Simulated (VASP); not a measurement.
# Ti (P-3m1) in VASP: single point with PBE

Aim: the single point of Ti with PBE.

Program: VASP 6.6.1. These are calculated values, not measurements. Logs are shortened: lines on timing, memory, paths and dates and some standing lists are left out, and cuts for length are marked.

## 1. The cell of the first run

It takes space group P-3m1 (No. 164, trigonal). Conventional cell: a = 2.936 Å, b = 2.936 Å, c = 4.641 Å, α = 90.00°, β = 90.00°, γ = 120.00°. Ti (site symmetry 3m) has 12 Ti at 2.79 to 2.95 Å within 3.7 Å.

## 2. Single point, PBE

INCAR

```
PREC     = Accurate       # precision mode
ENCUT    = 500            # plane-wave cutoff, eV
EDIFF    = 1E-6           # SCF threshold, eV
ISMEAR   = -1             # smearing method
SIGMA    = 0.15           # smearing width, eV
LREAL    = False          # projectors in reciprocal space
LASPH    = True           # aspherical terms in the spheres
NELM     = 120            # most SCF steps
ALGO     = Normal         # electronic algorithm
ISIF     = 2              # what is computed and relaxed
LWAVE    = False          # write WAVECAR
LCHARG   = True           # write CHGCAR
GGA      = PE             # functional
LELF     = True           # ELF
LVHAR    = True         
NBANDS   = 19             # bands
GGA_COMPAT= False
```

KPOINTS

```
Automatic mesh
0
Gamma
  25 25 14
```

POSCAR

```
Ti
1.0
    2.9357319231      0.0000000000      0.0000000000
   -1.4678659615      2.5424184241      0.0000000000
    0.0000000000      0.0000000000      4.6408561500
Ti
2
Direct
    0.3333333300      0.6666666700      0.2715477483
    0.6666666700      0.3333333300      0.7500000000
```

Potentials or basis: VASP PAW PBE potentials, release 64 (Ti_sv).

Run with:

```sh
cat potpaw_PBE.64/Ti_sv/POTCAR > POTCAR
mpirun -np 1 vasp_std > vasp.out
```

OUTCAR:

```text
PREC = Accurate
   ENCUT = 500
   EDIFF = 1E-6
   ISMEAR = -1
   LREAL = False
   LASPH = True
   NELM = 120
   ISIF = 2
   GGA = PE

 ion  position               nearest neighbor table
   1  0.333  0.667  0.272-   2 2.79   2 2.79   2 2.79
   2  0.667  0.333  0.750-   1 2.79   1 2.79   1 2.79

  LATTYP: Found a hexagonal cell.
 ALAT       =     2.9357319231
 C/A-ratio  =     1.5808174151

  Lattice vectors:

 A1 = (   2.9357319231,   0.0000000000,   0.0000000000)
 A2 = (  -1.4678659615,   2.5424184241,   0.0000000000)
 A3 = (   0.0000000000,   0.0000000000,   4.6408561500)

Analysis of symmetry for initial positions (statically):
=====================================================================
 Subroutine PRICEL returns:
 Original cell was already a primitive cell.

 Routine SETGRP: Setting up the symmetry group for a
 hexagonal supercell.

 Subroutine GETGRP returns: Found 12 space group operations
 (whereof  6 operations were pure point group operations)
 out of a pool of 24 trial point group operations.

The static configuration has the point symmetry C_3v.
 The point group associated with its full space group is D_3d.

Analysis of symmetry for dynamics (positions and initial velocities):
=====================================================================
 Subroutine PRICEL returns:
 Original cell was already a primitive cell.

 Routine SETGRP: Setting up the symmetry group for a
 hexagonal supercell.

 Subroutine GETGRP returns: Found 12 space group operations
 (whereof  6 operations were pure point group operations)
 out of a pool of 24 trial point group operations.

The dynamic configuration has the point symmetry C_3v.
 The point group associated with its full space group is D_3d.

 Subroutine INISYM returns: Found 12 space group operations
 (whereof  6 operations are pure point group operations),
 and found     1 'primitive' translations

----------------------------------------------------------------------------------------

                                     Primitive cell

  volume of cell :      34.6387

  direct lattice vectors                    reciprocal lattice vectors
     2.935731923  0.000000000  0.000000000     0.340630557  0.196663144  0.000000000
    -1.467865962  2.542418424  0.000000000     0.000000000  0.393326287  0.000000000
     0.000000000  0.000000000  4.640856150     0.000000000  0.000000000  0.215477483

  length of vectors
     2.935731923  2.935731923  4.640856150     0.393326287  0.393326287  0.215477483

  position of ions in fractional coordinates (direct lattice)
     0.333333330  0.666666670  0.271547748
     0.666666670  0.333333330  0.750000000

  ion indices of the primitive-cell ions
   primitive index   ion index
                 1           1
                 2           2

----------------------------------------------------------------------------------------

 KPOINTS: Automatic mesh

Automatic generation of k-mesh.
 Grid dimensions read from file:
 generate k-points for:   25   25   14

 Generating k-lattice:

  Cartesian coordinates                     Fractional coordinates (reciprocal lattice)
     0.013625222  0.007866526  0.000000000     0.040000000  0.000000000  0.000000000
     0.000000000  0.015733051  0.000000000     0.000000000  0.040000000  0.000000000
     0.000000000  0.000000000  0.015391249     0.000000000  0.000000000  0.071428571

  Length of vectors
     0.015733051  0.015733051  0.015391249

  Shift w.r.t. Gamma in fractional coordinates (k-lattice)
     0.000000000  0.000000000  0.000000000

 Subroutine IBZKPT returns following result:
 ===========================================

 Found    832 irreducible k-points:

 Following reciprocal coordinates:
            Coordinates               Weight
  0.000000  0.000000  0.000000      1.000000
  0.040000  0.000000  0.000000      6.000000
  0.080000  0.000000  0.000000      6.000000
  0.120000  0.000000  0.000000      6.000000
  0.160000  0.000000  0.000000      6.000000
  0.200000  0.000000  0.000000      6.000000
[... 16 lines left out ...]
  0.400000  0.040000  0.000000     12.000000
  0.440000  0.040000  0.000000     12.000000
 [... further k-points ...]
   k-points           NKPTS =    832   k-points in BZ     NKDIM =    832   number of bands    NBANDS=     19
   number of dos      NEDOS =    301   number of ions     NIONS =      2
   total plane-waves  NPLWV =  20736
   dimension x,y,z NGX =    24 NGY =   24 NGZ =   36
   dimension x,y,z NGXF=    48 NGYF=   48 NGZF=   72
   ions per type =               2
   NGX,Y,Z   is equivalent  to a cutoff of  13.59, 13.59, 12.90 a.u.
   NGXF,Y,Z  is equivalent  to a cutoff of  27.18, 27.18, 25.79 a.u.
 SYSTEM =  unknown system
   PREC   = accura    normal or accurate (medium, high low for compatibility)
   ISTART =      0    job   : 0-new  1-cont  2-samecut
   ICHARG =      2    charge: 1-file 2-atom 10-const
   ISPIN  =      1    spin polarized calculation?
   LNONCOLLINEAR =      F non collinear calculations
   LSORBIT =      F    spin-orbit coupling
   LASPH  =      T    aspherical Exc in radial PAW
   ENCUT  =  500.0 eV  36.75 Ry    6.06 a.u.   5.35  5.35  8.46*2*pi/ulx,y,z
   NELM   =    120;   NELMIN=  2; NELMDL= -5     # of ELM steps
   EDIFF  = 0.1E-05   stopping-criterion for ELM
   LREAL  =      F    real-space projection
   EDIFFG = 0.1E-04   stopping-criterion for IOM
   NSW    =      0    number of steps for IOM
   IBRION =     -1    ionic relax: 0-MD 1-quasi-New 2-CG
   NFREE  =      0    steps in history (QN), initial steepest desc. (CG)
   ISIF   =      2    stress and relaxation
   ISYM   =      2    0-nonsym 1-usesym 2-fastsym
   POTIM  = 0.5000    time-step for ionic-motion
   TEBEG  =    0.0;   TEEND  =   0.0 temperature during run
   PSTRESS=    0.0 pullay stress
   NELECT =      24.0000    total number of electrons
   NUPDOWN=      -1.0000    fix difference up-down
   EMIN   =  10.00;   EMAX   =-10.00  energy-range for DOS
   EFERMI =   0.00;   METHOD = LEGACY
   ISMEAR =    -1;   SIGMA  =   0.15  broadening in eV -4-tet -1-fermi 0-gaus
   EFERMI_NEDOS =   21; number of points for ismear=-14 and -15
   IALGO  =     38    algorithm
   IMIX   =      4    mixing-type and parameters
     AMIX     =   0.40;   BMIX     =  1.00
     AMIX_MAG =   1.60;   BMIX_MAG =  1.00
  volume/ion in A,a.u.               =      17.32       116.88
  Fermi-wavevector in a.u.,A,eV,Ry     =   1.448632  2.737517 28.552297  2.098535
  Thomas-Fermi vector in A             =   2.566451
   LORBIT       =      0    0 simple, 1 ext, 2 COOP (PROOUT), +10 PAW based schemes
   GGA     = PE    functional components
   LHFCALC =     F    Hartree Fock is set to
   AEXX    =    0.0000 exact exchange contribution
   IVDW    =     0    specifies the selected vdW correction
   LEPSILON=     F    determine dielectric tensor
   LRPA    =     F    only Hartree local field effects (RPA)
 non-spin polarized calculation
  energy-cutoff  :      500.00
  volume of cell :       34.64
 maximum number of plane-waves:       911
 NGX is ok and might be reduce to    24
   NGX = 11   NGY = 11   NGZ = 17

 number of electron      23.9999996 magnetization

 Free energy of the ion-electron system (eV)
  ---------------------------------------------------
  ext. energy  EPLUGINS =         0.00000000
  ---------------------------------------------------
  free energy    TOTEN  =       -15.73906842 eV

  energy without entropy =      -15.55317070  energy(sigma->0) =      -15.64611956

 E-fermi :   8.3301     XC(G=0): -11.5049

 val. band max:        8.3286067294   @ k =  -0.2000   0.4800   0.4286
 cond. band min:       8.3314722466   @ k =   0.0400   0.0400   0.2143
 fundamental gap:      0.0028655173
 Fermi energy:         8.3301199111

 k-point     1 :       0.0000    0.0000    0.0000
  band No.  band energies     occupation
      1     -48.4757      2.00000
      2     -48.3292      2.00000
      3     -25.0630      2.00000
      4     -24.4266      2.00000
      5     -24.4266      2.00000
      6     -24.3306      2.00000
[... 11 lines left out ...]
     18      10.0637      0.00002
     19      11.5645      0.00000

 k-point     2 :       0.0400    0.0000    0.0000
  band No.  band energies     occupation
      1     -48.4741      2.00000
      2     -48.3285      2.00000
      3     -25.0595      2.00000
      4     -24.4344      2.00000
      5     -24.4291      2.00000
      6     -24.3317      2.00000
[... 11 lines left out ...]
     18      10.0456      0.00002
     19      11.5789      0.00000

 k-point     3 :       0.0800    0.0000    0.0000
  band No.  band energies     occupation
      1     -48.4693      2.00000
      2     -48.3268      2.00000
      3     -25.0490      2.00000
      4     -24.4571      2.00000
      5     -24.4364      2.00000
      6     -24.3479      2.00000
[... 11 lines left out ...]
     18      10.0073      0.00003
     19      11.6183      0.00000

 k-point     4 :       0.1200    0.0000    0.0000
  band No.  band energies     occupation
      1     -48.4615      2.00000
      2     -48.3241      2.00000
      3     -25.0319      2.00000
      4     -24.4928      2.00000
      5     -24.4479      2.00000
      6     -24.3830      2.00000
[... 11 lines left out ...]
     18      10.0121      0.00003
     19      11.6732      0.00000

 k-point     5 :       0.1600    0.0000    0.0000
  band No.  band energies     occupation
      1     -48.4512      2.00000
      2     -48.3206      2.00000
      3     -25.0088      2.00000
      4     -24.5391      2.00000
      5     -24.4626      2.00000
      6     -24.4283      2.00000
[... 11 lines left out ...]
     18      10.1303      0.00001
     19      11.7340      0.00000

 k-point     6 :       0.2000    0.0000    0.0000
  band No.  band energies     occupation
      1     -48.4388      2.00000
      2     -48.3168      2.00000
      3     -24.9807      2.00000
      4     -24.5932      2.00000
      5     -24.4805      2.00000
      6     -24.4795      2.00000
[... 11 lines left out ...]
     18      10.3306      0.00000
     19      11.7933      0.00000

 k-point     7 :       0.2400    0.0000    0.0000
  band No.  band energies     occupation
      1     -48.4249      2.00000
      2     -48.3130      2.00000
      3     -24.9488      2.00000
      4     -24.6519      2.00000
      5     -24.5357      2.00000
      6     -24.4974      2.00000
[... 11 lines left out ...]
     18      10.5757      0.00000
     19      11.8465      0.00000

 k-point     8 :       0.2800    0.0000    0.0000
  band No.  band energies     occupation
      1     -48.4103      2.00000
      2     -48.3097      2.00000
      3     -24.9147      2.00000
      4     -24.7115      2.00000
      5     -24.5899      2.00000
      6     -24.5153      2.00000
[... 256 lines left out ...]
 k-point    20 :       0.2800    0.0400    0.0000
  band No.  band energies     occupation
      1     -48.4021      2.00000
      2     -48.3082      2.00000
      3     -24.8956      2.00000
      4     -24.7393      2.00000
      5     -24.6204      2.00000
      6     -24.5234      2.00000
[... 11 lines left out ...]
     18      11.0680      0.00000
     19      11.9007      0.00000

 k-point    21 :       0.3200    0.0400    0.0000
  band No.  band energies     occupation
      1     -48.3879      2.00000
      2     -48.3063      2.00000
      3     -24.8643      2.00000
      4     -24.7913      2.00000
      5     -24.6627      2.00000
      6     -24.5412      2.00000
[... 11 lines left out ...]
     18      11.3762      0.00000
     19      11.9310      0.00000

 k-point    22 :       0.3600    0.0400    0.0000
  band No.  band energies     occupation
      1     -48.3748      2.00000
      2     -48.3055      2.00000
      3     -24.8528      2.00000
      4     -24.8215      2.00000
      5     -24.6930      2.00000
      6     -24.5559      2.00000
[... 11 lines left out ...]
     18      11.7036      0.00000
     19      11.9535      0.00000

 k-point    23 :       0.4000    0.0400    0.0000
  band No.  band energies     occupation
      1     -48.3641      2.00000
      2     -48.3058      2.00000
      3     -24.8792      2.00000
      4     -24.8153      2.00000
      5     -24.7057      2.00000
      6     -24.5671      2.00000
[... 11 lines left out ...]
     18      11.9637      0.00000
     19      12.0829      0.00000

 k-point    24 :       0.4400    0.0400    0.0000
  band No.  band energies     occupation
      1     -48.3567      2.00000
      2     -48.3066      2.00000
      3     -24.9000      2.00000
      4     -24.8139      2.00000
      5     -24.7036      2.00000
      6     -24.5741      2.00000
[... 11 lines left out ...]
     18      11.9791      0.00000
     19      12.5057      0.00000

 [... further k-points ...]

------------------------ aborting loop because EDIFF is reached ----------------------------------------

  FORCE on cell =-STRESS in cart. coord.  units (eV):
  Direction    XX          YY          ZZ          XY          YZ          ZX
  --------------------------------------------------------------------------------------
  -------------------------------------------------------------------------------------
  Total        0.1594111      0.1594111      0.3476060      0.0000000      0.0000000     -0.0000000
  in kB        7.3733982      7.3733982     16.0781574      0.0000000      0.0000000     -0.0000000
  external PRESSURE =      10.2749846 kB  Pullay stress =       0.0000000 kB

 VOLUME and BASIS-vectors are now :
 -----------------------------------------------------------------------------
  energy-cutoff  :      500.00
  volume of cell :       34.64
      direct lattice vectors                 reciprocal lattice vectors
     2.935731923  0.000000000  0.000000000     0.340630557  0.196663144  0.000000000
    -1.467865962  2.542418424  0.000000000     0.000000000  0.393326287  0.000000000
     0.000000000  0.000000000  4.640856150     0.000000000  0.000000000  0.215477483

 POSITION                                       TOTAL-FORCE (eV/Angst)
 -----------------------------------------------------------------------------------
     -0.00000      1.69495      1.26021         0.000000     -0.000000     -0.400458
      1.46787      0.84747      3.48064        -0.000000      0.000000      0.400458
 -----------------------------------------------------------------------------------
    total drift:                                0.000002     -0.000001     -0.000003

  FREE ENERGIE OF THE ION-ELECTRON SYSTEM (eV)
  ---------------------------------------------------
  free  energy   TOTEN  =       -15.7390684246 eV

  energy  without entropy=      -15.5531707017  energy(sigma->0) =      -15.64611956
```

Wall time 13 min (1 thread of Oxide Virtual Turin-like, shared host); peak memory 0.47 GiB.

What came out:

| Item | Value |
| --- | --- |
| Free energy | -15.7391 eV |
| Pressure | 1.0 GPa |
| Largest force | 0.400 eV/Å |
| Band gap on the k mesh | zero (bands 12 and 13 overlap by 1.12 eV) |

Forces on the atoms (eV/Å):
```
Ti   0.000  0.000 -0.400
Ti   0.000  0.000  0.400
```

Levels at points of the mesh, in eV from the Fermi level:
| k point | band 8 | band 9 | band 10 | band 11 | band 12 | band 13 | band 14 | band 15 | band 16 | band 17 |
| --- | --- | --- | --- | --- | --- | --- | --- | --- | --- | --- |
| (0.00, 0.00, 0.00) | -32.65 | -6.18 | -2.67 | 0.65 | 0.79 | 0.79 | 1.19 | 1.24 | 1.24 | 1.73 |
| (0.00, 0.00, 0.50) | -32.68 | -4.35 | -4.28 | -0.19 | 0.50 | 0.69 | 0.69 | 0.71 | 0.71 | 2.77 |
